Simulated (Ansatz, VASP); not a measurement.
# AlN: VASP beside Ansatz

```
Al N
1.0
     2.90844    0.00000    0.00000
    -1.45422    2.51879    0.00000
     0.00000    0.00000    5.72511
Al N
2 2
Direct
  0.00000 0.00000 0.00000
  0.00000 0.00000 0.50000
  0.33333 0.66667 0.25000
  0.66667 0.33333 0.75000
```

Change from the starting cell: species swapped into the TiS type (P6_3/mmc, No. 194).

Alike in both runs: task relaxation of cell and atoms; functional PBE; k mesh 6 × 6 × 4; occupations gaussian, width 0.1 eV; no spin polarisation.

|  | VASP | Ansatz |
| --- | --- | --- |
| version | VASP 6.6.1 | Ansatz 0.2.0 |
| potentials or method | VASP PAW PBE potentials, release 64 (Al, N), cutoff 600 eV | scalar-relativistic, plane waves, PAW |
| valence electrons in the cell | 16 | 16 |

```csv
,VASP,Ansatz,Ansatz less VASP
"gap on the k mesh at the Fermi level, each at its own relaxed structure (eV)",4.83,4.82,-0.008
relaxed volume (Å³/atom),8.61,8.62,+0.015
relaxed cell length with the largest relative difference (Å),4.880,4.883,+0.0029
```

Noted on VASP's run: the volume moved by over 15 % at a fixed basis, so the end points are rough.
